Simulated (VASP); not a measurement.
## InP (rocksalt type): single point with PBE

The system is InP (rocksalt type).

```
In P
1.0
     0.00000    2.57110    2.57110
     2.57110    0.00000    2.57110
     2.57110    2.57110    0.00000
In P
1 1
Direct
  0.00000 0.00000 0.00000
  0.50000 0.50000 0.50000
```

```json
{"Program": "VASP 6.6.1", "Task": "single point", "Functional": "PBE", "Potentials or basis": "VASP PAW PBE potentials, release 64 (In_d, P)", "Cutoff": "520 eV", "k mesh": "13 × 13 × 13", "Occupations": "fermi-dirac, width 0.05 eV", "Spin": "no spin polarisation", "Dipole correction": "no", "Further INCAR settings": "ALGO = Normal; EDIFF = 1e-07; NBANDS = 16"}
```

The pressure is 27.9 GPa and the band gap on the k mesh is zero (bands 9 and 10 overlap by 2.56 eV).

Levels at points of the mesh, in eV from the Fermi level:
| k point | band 7 | band 8 | band 9 | band 10 | band 11 | band 12 |
| --- | --- | --- | --- | --- | --- | --- |
| (0.00, 0.00, 0.00) | -0.52 | -0.52 | -0.52 | 2.54 | 7.08 | 7.08 |

Wall time 94 s on 1 thread of Intel Xeon 8259CL, on a shared host, peak memory 0.19 GiB.

Caveat: the cell stands under pressure; spin-orbit coupling is left out, which moves the levels of the heavy elements.
